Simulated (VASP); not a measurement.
# PbS (P-6m2) in VASP: settings compared

PbS is run at these levels: HSE06, r2SCAN; tasks: single point.

All numbers are computed with VASP 6.6.1; they aren't measurements. Logs are shortened: lines on timing, memory, paths and dates and some standing lists are left out, and cuts for length are marked.

## 1. The cell of the first run

The structure is hexagonal, space group P-6m2 (No. 187). The conventional cell has a = 4.047 Å, b = 4.047 Å, c = 3.782 Å, α = 90.00°, β = 90.00°, γ = 120.00°. Within 4.1 Å of Pb (site symmetry -6m2) lie 6 S at 3.01 Å and 8 Pb at 3.78 to 4.05 Å. Within 4.1 Å of S (site symmetry -6m2) lie 6 Pb at 3.01 Å and 8 S at 3.78 to 4.05 Å.

## 2. Single point, HSE06

Contents of POSCAR:

```
PbS
1.0
    4.0470376796      0.0000000000      0.0000000000
   -2.0235188398      3.5048374406      0.0000000000
    0.0000000000      0.0000000000      3.7820198261
Pb S
1 1
Direct
    0.0000000000      0.0000000000      0.0000000000
    0.6666666667      0.3333333333      0.5000000000
```

Contents of INCAR.step1:

```
PREC     = Accurate       # precision mode
ENCUT    = 520            # plane-wave cutoff, eV
EDIFF    = 1E-5           # SCF threshold, eV
ISMEAR   = -1             # smearing method
SIGMA    = 0.05           # smearing width, eV
LREAL    = F              # projectors in reciprocal space
LASPH    = T              # aspherical terms in the spheres
NELM     = 100            # most SCF steps
ALGO     = Normal         # electronic algorithm
ISIF     = 2              # what is computed and relaxed
LWAVE    = T              # write WAVECAR
LCHARG   = F              # write CHGCAR
NBANDS   = 17             # bands
GGA      = PE             # functional
```

Contents of INCAR.step2:

```
PREC     = Accurate       # precision mode
ENCUT    = 520            # plane-wave cutoff, eV
EDIFF    = 1E-6           # SCF threshold, eV
ISMEAR   = -1             # smearing method
SIGMA    = 0.05           # smearing width, eV
LREAL    = F              # projectors in reciprocal space
LASPH    = T              # aspherical terms in the spheres
NELM     = 100            # most SCF steps
ALGO     = Normal         # electronic algorithm
ISIF     = 2              # what is computed and relaxed
LWAVE    = F              # write WAVECAR
LCHARG   = F              # write CHGCAR
GGA      = PE             # functional
LHFCALC  = T              # exact exchange
HFSCREEN = 0.2079         # screening, 1/A
PRECFOCK = Normal       
NBANDS   = 17             # bands
ISTART   = 1
```

Contents of KPOINTS:

```
regular mesh
0
Gamma
  4 4 4
```

Potentials or basis: VASP PAW PBE potentials, release 64 (Pb_d, S).

Started as:

```console
$ cat potpaw_PBE.64/Pb_d/POTCAR potpaw_PBE.64/S/POTCAR > POTCAR
$ cp INCAR.step1 INCAR
$ mpirun -np 1 vasp_std > vasp.out
$ cp INCAR.step2 INCAR
$ mpirun -np 1 vasp_std > vasp.out
```

OUTCAR:

```text
PREC = Accurate
   ENCUT = 520
   EDIFF = 1E-6
   ISMEAR = -1
   LREAL = F
   LASPH = T
   NELM = 100
   ISIF = 2
   GGA = PE
   LHFCALC = T
   HFSCREEN = 0.2079
   PRECFOCK = Normal
   ISTART = 1

 ion  position               nearest neighbor table
   1  0.000  0.000  0.000-   2 3.01   2 3.01   2 3.01   2 3.01   2 3.01   2 3.01
   2  0.667  0.333  0.500-   1 3.01   1 3.01   1 3.01   1 3.01   1 3.01   1 3.01

  LATTYP: Found a hexagonal cell.
 ALAT       =     4.0470376796
 C/A-ratio  =     0.9345155952

  Lattice vectors:

 A1 = (   4.0470376796,   0.0000000000,   0.0000000000)
 A2 = (  -2.0235188398,   3.5048374406,   0.0000000000)
 A3 = (   0.0000000000,   0.0000000000,   3.7820198261)

Analysis of symmetry for initial positions (statically):
=====================================================================
 Subroutine PRICEL returns:
 Original cell was already a primitive cell.

 Routine SETGRP: Setting up the symmetry group for a
 hexagonal supercell.

 Subroutine GETGRP returns: Found 12 space group operations
 (whereof 12 operations were pure point group operations)
 out of a pool of 24 trial point group operations.

The static configuration has the point symmetry D_3h.

Analysis of symmetry for dynamics (positions and initial velocities):
=====================================================================
 Subroutine PRICEL returns:
 Original cell was already a primitive cell.

 Routine SETGRP: Setting up the symmetry group for a
 hexagonal supercell.

 Subroutine GETGRP returns: Found 12 space group operations
 (whereof 12 operations were pure point group operations)
 out of a pool of 24 trial point group operations.

The dynamic configuration has the point symmetry D_3h.

 Subroutine INISYM returns: Found 12 space group operations
 (whereof 12 operations are pure point group operations),
 and found     1 'primitive' translations

----------------------------------------------------------------------------------------

                                     Primitive cell

  volume of cell :      53.6450

  direct lattice vectors                    reciprocal lattice vectors
     4.047037680  0.000000000  0.000000000     0.247094314  0.142659969  0.000000000
    -2.023518840  3.504837441  0.000000000     0.000000000  0.285319938  0.000000000
     0.000000000  0.000000000  3.782019826     0.000000000  0.000000000  0.264408979

  length of vectors
     4.047037680  4.047037680  3.782019826     0.285319938  0.285319938  0.264408979

  position of ions in fractional coordinates (direct lattice)
     0.000000000  0.000000000  0.000000000
     0.666666667  0.333333333  0.500000000

  ion indices of the primitive-cell ions
   primitive index   ion index
                 1           1
                 2           2

----------------------------------------------------------------------------------------

 KPOINTS: regular mesh

Automatic generation of k-mesh.
 Grid dimensions read from file:
 generate k-points for:    4    4    4

 Generating k-lattice:

  Cartesian coordinates                     Fractional coordinates (reciprocal lattice)
     0.061773579  0.035664992  0.000000000     0.250000000 -0.000000000  0.000000000
     0.000000000  0.071329984  0.000000000     0.000000000  0.250000000  0.000000000
     0.000000000  0.000000000  0.066102245     0.000000000  0.000000000  0.250000000

  Length of vectors
     0.071329984  0.071329984  0.066102245

  Shift w.r.t. Gamma in fractional coordinates (k-lattice)
     0.000000000  0.000000000  0.000000000

 Subroutine IBZKPT returns following result:
 ===========================================

 Found     12 irreducible k-points:

 Following reciprocal coordinates:
            Coordinates               Weight
  0.000000  0.000000  0.000000      1.000000
  0.250000  0.000000  0.000000      6.000000
  0.500000  0.000000  0.000000      3.000000
  0.250000  0.250000  0.000000      6.000000
  0.000000  0.000000  0.250000      2.000000
  0.250000  0.000000  0.250000     12.000000
  0.500000  0.000000  0.250000      6.000000
[... 51 lines left out ...]
      2     -13.5213      2.00000
      3     -13.4744      2.00000
      4     -13.4427      2.00000
      5     -13.4427      2.00000
      6      -9.1813      2.00000
[... 9 lines left out ...]
     16      14.5642      0.00000
     17      14.5642      0.00000

 k-point     6 :       0.2500    0.0000    0.2500
  band No.  band energies     occupation
      1     -13.5376      2.00000
      2     -13.4869      2.00000
      3     -13.4798      2.00000
      4     -13.4523      2.00000
      5     -13.4485      2.00000
      6      -8.7110      2.00000
[... 9 lines left out ...]
     16      15.1462      0.00000
     17      16.9618      0.00000

 k-point     7 :       0.5000    0.0000    0.2500
  band No.  band energies     occupation
      1     -13.5593      2.00000
      2     -13.5100      2.00000
      3     -13.4568      2.00000
      4     -13.4495      2.00000
      5     -13.4300      2.00000
      6      -8.1052      2.00000
[... 9 lines left out ...]
     16      17.9017      0.00000
     17      18.6465      0.00000

 k-point     8 :       0.2500    0.2500    0.2500
  band No.  band energies     occupation
      1     -13.5380      2.00000
      2     -13.4962      2.00000
      3     -13.4766      2.00000
      4     -13.4634      2.00000
      5     -13.4320      2.00000
      6      -8.1198      2.00000
[... 9 lines left out ...]
     16      17.2900      0.00000
     17      18.5453      0.00000

 k-point     9 :       0.0000    0.0000    0.5000
  band No.  band energies     occupation
      1     -13.5154      2.00000
      2     -13.5154      2.00000
      3     -13.4676      2.00000
      4     -13.4676      2.00000
      5     -13.4144      2.00000
      6      -8.4617      2.00000
[... 9 lines left out ...]
     16      14.7752      0.00000
     17      14.7752      0.00000

 k-point    10 :       0.2500    0.0000    0.5000
  band No.  band energies     occupation
      1     -13.5248      2.00000
      2     -13.5231      2.00000
      3     -13.4822      2.00000
      4     -13.4754      2.00000
      5     -13.3907      2.00000
      6      -8.1085      2.00000
[... 9 lines left out ...]
     16      15.6860      0.00000
     17      17.2381      0.00000

 k-point    11 :       0.5000    0.0000    0.5000
  band No.  band energies     occupation
      1     -13.5749      2.00000
      2     -13.5364      2.00000
      3     -13.4832      2.00000
      4     -13.4486      2.00000
      5     -13.3656      2.00000
      6      -7.7126      2.00000
[... 9 lines left out ...]
     16      19.1454      0.00000
     17      20.0575      0.00000

 k-point    12 :       0.2500    0.2500    0.5000
  band No.  band energies     occupation
      1     -13.5630      2.00000
      2     -13.5113      2.00000
      3     -13.4953      2.00000
      4     -13.4708      2.00000
      5     -13.3691      2.00000
      6      -7.7176      2.00000
[... 9 lines left out ...]
     16      18.1332      0.00000
     17      19.0518      0.00000

------------------------ aborting loop because EDIFF is reached ----------------------------------------

  FORCE on cell =-STRESS in cart. coord.  units (eV):
  Direction    XX          YY          ZZ          XY          YZ          ZX
  --------------------------------------------------------------------------------------
  -------------------------------------------------------------------------------------
  Total       -0.0329694     -0.0329694     -0.0325382     -0.0000000      0.0000000      0.0000000
  in kB       -0.9846748     -0.9846748     -0.9717970     -0.0000000      0.0000000      0.0000000
  external PRESSURE =      -0.9803822 kB  Pullay stress =       0.0000000 kB

 VOLUME and BASIS-vectors are now :
 -----------------------------------------------------------------------------
  energy-cutoff  :      520.00
  volume of cell :       53.64
      direct lattice vectors                 reciprocal lattice vectors
     4.047037680  0.000000000  0.000000000     0.247094314  0.142659969  0.000000000
    -2.023518840  3.504837441  0.000000000     0.000000000  0.285319938  0.000000000
     0.000000000  0.000000000  3.782019826     0.000000000  0.000000000  0.264408979

 POSITION                                       TOTAL-FORCE (eV/Angst)
 -----------------------------------------------------------------------------------
      0.00000      0.00000      0.00000        -0.000000      0.000000      0.000000
      2.02352      1.16828      1.89101         0.000000     -0.000000      0.000000
 -----------------------------------------------------------------------------------
    total drift:                                0.000002     -0.000000     -0.000001

  FREE ENERGIE OF THE ION-ELECTRON SYSTEM (eV)
  ---------------------------------------------------
  free  energy   TOTEN  =       -10.1258392224 eV

  energy  without entropy=      -10.1254362886  energy(sigma->0) =      -10.12563776
```

It took 9.5 min on 1 thread of Intel Xeon Platinum 8259CL at 2.50GHz (Skylake/Cascade Lake), shared host; peak memory 0.28 GiB.

Results:

```yaml
Free_energy: -10.1258 eV
Pressure: -0.1 GPa
Band_gap_on_the_k_mesh: 0.47 eV (least direct gap 1.34 eV)
```

Caveat: the k points lie up to 0.45 Å⁻¹ apart; the PAW data sets were made with another functional, which shifts forces and pressure a little; spin-orbit coupling is left out, which moves the levels of the heavy elements.

## 3. Single point, r2SCAN

This run uses another cell than the first one, of 25.79 Å³/atom.

Contents of POSCAR:

```
PbS
1.0
    4.0062110427      0.0000000000      0.0000000000
   -2.0031055213      3.4694805360      0.0000000000
    0.0000000000      0.0000000000      3.7108357707
Pb S
1 1
Direct
    0.0000000000      0.0000000000      0.0000000000
    0.6666666667      0.3333333333      0.5000000000
```

Contents of INCAR.step1:

```
SYSTEM = PbS
ALGO     = Normal         ! electronic algorithm
EDIFF    = 1E-4           ! SCF threshold, eV
ENCUT    = 520            ! plane-wave cutoff, eV
GGA      = PE             ! functional
ISMEAR   = -1             ! smearing method
LASPH    = .True.         ! aspherical terms in the spheres
LCHARG   = .False.        ! write CHGCAR
LREAL    = .False.        ! projectors in reciprocal space
LWAVE    = .True.         ! write WAVECAR
NBANDS   = 17             ! bands
NELM     = 80             ! most SCF steps
PREC     = Accurate       ! precision mode
SIGMA    = 0.05           ! smearing width, eV
```

Contents of INCAR.step2:

```
SYSTEM = PbS
ALGO     = Normal         ! electronic algorithm
EDIFF    = 1E-7           ! SCF threshold, eV
ENCUT    = 520            ! plane-wave cutoff, eV
ISIF     = 2              ! what is computed and relaxed
ISMEAR   = -1             ! smearing method
ISTART   = 1            
LASPH    = .True.         ! aspherical terms in the spheres
LCHARG   = .True.         ! write CHGCAR
LELF     = .True.         ! ELF
LMIXTAU  = .True.       
LREAL    = .False.        ! projectors in reciprocal space
LVHAR    = .True.       
LWAVE    = .False.        ! write WAVECAR
METAGGA  = R2SCAN         ! meta-GGA
NBANDS   = 17             ! bands
NELM     = 80             ! most SCF steps
PREC     = Accurate       ! precision mode
SIGMA    = 0.05           ! smearing width, eV
```

Contents of KPOINTS:

```
k-points
0
Gamma
  8 8 7
  0 0 0
```

Potentials or basis: VASP PAW PBE potentials, release 64 (Pb_d, S).

Started as:

```console
$ cat potpaw_PBE.64/Pb_d/POTCAR potpaw_PBE.64/S/POTCAR > POTCAR
$ cp INCAR.step1 INCAR
$ mpirun -np 1 vasp_std > vasp.out
$ cp INCAR.step2 INCAR
$ mpirun -np 1 vasp_std > vasp.out
```

Wall time 2.4 min (1 thread of Intel Xeon Platinum 8259CL at 2.50GHz (Skylake/Cascade Lake), shared host); peak memory 0.19 GiB.

The run converged. Its results:

```
Free energy : -65.3213 eV
Pressure    : 2.6 GPa
```

Stress tensor (GPa, compression positive):
```
2.11 0.00 0.00
0.00 2.11 0.00
0.00 0.00 3.61
```

Levels at points of the mesh, in eV from the Fermi level:
```tsv
k point	band 7	band 8	band 9	band 10	band 11	band 12	band 13	band 14
(0.00, 0.00, 0.00)	-6.41	-2.55	-2.01	-2.01	3.74	3.74	5.55	7.33
(0.50, 0.00, 0.00)	-8.97	-3.14	-1.86	-1.46	2.24	4.29	5.72	5.93
```

Caveat: the PAW data sets were made with another functional, which shifts forces and pressure a little; spin-orbit coupling is left out, which moves the levels of the heavy elements.

## 4. Single point, r2SCAN

This run uses another cell than the first one, of 26.34 Å³/atom.

Contents of POSCAR:

```
PbS
1.0
    4.0344247261      0.0000000000      0.0000000000
   -2.0172123630      3.4939143025      0.0000000000
    0.0000000000      0.0000000000      3.7369692780
Pb S
1 1
Direct
    0.0000000000      0.0000000000      0.0000000000
    0.6666666667      0.3333333333      0.5000000000
```

Contents of INCAR.step1:

```
PREC = Accurate
ENCUT = 520
ISMEAR = -1
SIGMA = 0.05
LREAL = F
LASPH = T
NELM = 60
NBANDS = 17
GGA = PE
ALGO = Normal
EDIFF = 1E-4
LWAVE = T
LCHARG = F
```

Contents of INCAR.step2:

```
PREC = Accurate
ENCUT = 520
EDIFF = 1E-7
ISMEAR = -1
SIGMA = 0.05
LREAL = F
LASPH = T
NELM = 60
ALGO = Normal
ISIF = 2
LWAVE = F
LCHARG = F
METAGGA = R2SCAN
LMIXTAU = T
NBANDS = 17
ISTART = 1
```

Contents of KPOINTS:

```
Automatic mesh
0
Gamma
  8 8 7
```

Started as:

```console
$ cat potpaw_PBE.64/Pb_d/POTCAR potpaw_PBE.64/S/POTCAR > POTCAR
$ cp INCAR.step1 INCAR
$ mpirun -np 1 vasp_std > vasp.out
$ cp INCAR.step2 INCAR
$ mpirun -np 1 vasp_std > vasp.out
```

Run time: 2.8 min. Hardware: 1 thread of Intel Xeon Platinum 8259CL at 2.50GHz (Skylake/Cascade Lake), shared host; peak memory 0.19 GiB.

It converged, with:

```yaml
Free_energy: -65.3352 eV
Pressure: 1.3 GPa
Band_gap_on_the_k_mesh: 0.16 eV (least direct gap 1.92 eV)
```

Stress tensor (GPa, compression positive):
```
1.00 0.00 0.00
0.00 1.00 0.00
0.00 0.00 1.97
```

Levels at points of the mesh, in eV from the valence-band top:
```
           k point  band 6  band 7  band 8  band 9  band 10  band 11  band 12  band 13  band 14  band 15
(0.00, 0.00, 0.00)  -14.03   -6.43   -2.43   -1.90    -1.90     3.77     3.77     5.65     7.22     7.53
(0.50, 0.00, 0.00)  -12.82   -8.84   -2.99   -1.80    -1.36     2.24     4.30     5.79     5.86    11.60
```

Caveat: the PAW data sets were made with another functional, which shifts forces and pressure a little; spin-orbit coupling is left out, which moves the levels of the heavy elements; an odd mesh through Γ misses points on the zone boundary, where band edges can lie.

## 5. Single point, r2SCAN

This run uses another cell than the first one, of 26.89 Å³/atom.

Contents of POSCAR:

```
PbS
1.0
    4.0622492242      0.0000000000      0.0000000000
   -2.0311246120      3.5180110247      0.0000000000
    0.0000000000      0.0000000000      3.7627422943
Pb S
1 1
Direct
    0.0000000000      0.0000000000      0.0000000000
    0.6666666667      0.3333333333      0.5000000000
```

Contents of INCAR.step1:

```
SYSTEM = PbS
  PREC = Accurate
  ENCUT = 520
  ISMEAR = -1
  SIGMA = 0.05
  LREAL = .False.
  LASPH = .True.
  NELM = 100
  NBANDS = 17
  GGA = PE
  ALGO = Normal
  EDIFF = 1E-4
  LWAVE = .True.
  LCHARG = .False.
```

Contents of INCAR.step2:

```
SYSTEM = PbS
  PREC = Accurate
  ENCUT = 520
  EDIFF = 1E-6
  ISMEAR = -1
  SIGMA = 0.05
  LREAL = .False.
  LASPH = .True.
  NELM = 100
  ALGO = Normal
  ISIF = 2
  LWAVE = .False.
  LCHARG = .True.
  METAGGA = R2SCAN
  LMIXTAU = .True.
  LELF = .True.
  LVHAR = .True.
  NBANDS = 17
  ISTART = 1
```

Contents of KPOINTS:

```
Automatic mesh
0
Gamma
  8 8 7
  0 0 0
```

Started as:

```console
$ cat potpaw_PBE.64/Pb_d/POTCAR potpaw_PBE.64/S/POTCAR > POTCAR
$ cp INCAR.step1 INCAR
$ mpirun -np 1 vasp_std > vasp.out
$ cp INCAR.step2 INCAR
$ mpirun -np 1 vasp_std > vasp.out
```

Wall time 2.4 min (1 thread of Intel Xeon Platinum 8259CL at 2.50GHz (Skylake/Cascade Lake), shared host); peak memory 0.19 GiB.

The run converged. Its results:

| Property | Result |
| --- | --- |
| Free energy | -65.3407 eV |
| Pressure | 0.1 GPa |
| Band gap on the k mesh | 0.25 eV (least direct gap 1.92 eV) |

Stress tensor (GPa, compression positive):
```
-0.03  0.00  0.00
 0.00 -0.03  0.00
 0.00  0.00  0.48
```

Levels at points of the mesh, in eV from the valence-band top:
| k point | band 8 | band 9 | band 10 | band 11 | band 12 | band 13 |
| --- | --- | --- | --- | --- | --- | --- |
| (0.00, 0.00, 0.00) | -2.31 | -1.80 | -1.80 | 3.79 | 3.79 | 5.73 |
| (0.50, 0.00, 0.00) | -2.86 | -1.75 | -1.28 | 2.24 | 4.30 | 5.78 |

Caveat: the PAW data sets were made with another functional, which shifts forces and pressure a little; spin-orbit coupling is left out, which moves the levels of the heavy elements; an odd mesh through Γ misses points on the zone boundary, where band edges can lie.

## 6. Summary

| level | cell | k mesh | grid for exact exchange (PRECFOCK) | share of exact exchange | screening parameter | gap on the mesh (eV) | pressure (GPa) |
| --- | --- | --- | --- | --- | --- | --- | --- |
| HSE06 | a = 4.047, b = 4.047, c = 3.782 Å, angles 90.0, 90.0, 120.0°, 2 atoms | 4 × 4 × 4 | Normal | 0.25 | 0.2079 1/Å | 0.47 | -0.1 |
| r2SCAN | a = 4.006, b = 4.006, c = 3.711 Å, angles 90.0, 90.0, 120.0°, 2 atoms | 8 × 8 × 7 | - | - | - | - | 2.6 |
| r2SCAN | a = 4.034, b = 4.034, c = 3.737 Å, angles 90.0, 90.0, 120.0°, 2 atoms | 8 × 8 × 7 | - | - | - | 0.16 | 1.3 |
| r2SCAN | a = 4.062, b = 4.062, c = 3.763 Å, angles 90.0, 90.0, 120.0°, 2 atoms | 8 × 8 × 7 | - | - | - | 0.25 | 0.1 |

Alike in all rows: task single point; potentials or basis VASP PAW PBE potentials, release 64 (Pb_d, S); no spin polarisation; cutoff (eV) 520; smearing fermi-dirac 0.05 eV.

Caveats: some runs use coarse meshes; the PAW data sets were made with another functional, which shifts forces and pressure a little; spin-orbit coupling is left out, which moves the levels of the heavy elements; an odd mesh through Γ misses points on the zone boundary, where band edges can lie (at least some runs).

Total energies depend on the potentials used, so only differences within one code and one set of settings carry meaning.
